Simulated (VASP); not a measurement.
Here is a VASP 6.6.1 calculation.

INCAR

```
SYSTEM = LiF
PREC = Accurate ; ENCUT = 520
EDIFF = 1E-6 ; ISMEAR = 0
SIGMA = 0.05 ; LREAL = .False.
LASPH = .True. ; NELM = 150
ALGO = Normal ; ISIF = 2
LWAVE = .False. ; LCHARG = .False.
ISPIN = 2 ; MAGMOM = 0.5 0.5
LORBIT = 11 ; GGA = PE
NBANDS = 16
```

KPOINTS

```
regular mesh
0
Gamma
  1 1 20
  0 0 0
```

The input POSCAR:

```
LiF
1.0
    9.8000000000      0.0000000000      0.0000000000
    0.0000000000      9.3000000000      0.0000000000
    0.0000000000      0.0000000000      3.2943249709
Li F
1 1
Direct
    0.4579805488      0.5000000000      0.0000000000
    0.5420194512      0.5000000000      0.5000000000
```

Potentials or basis: VASP PAW PBE potentials, release 64 (Li_sv, F).

The run is started by

```console
$ cat potpaw_PBE.64/Li_sv/POTCAR potpaw_PBE.64/F/POTCAR > POTCAR
$ mpirun -np 1 vasp_std > vasp.out
```

What does it give for the net moment?

0.00 μB per cell.

What does it give for the largest force?

1.443 eV/Å.

Estimate the band gap on the k mesh.

5.09 eV (least direct gap 5.33 eV).

Forces on the atoms (eV/Å):
```
Li   1.443  0.000  0.000
F   -1.443  0.000  0.000
```
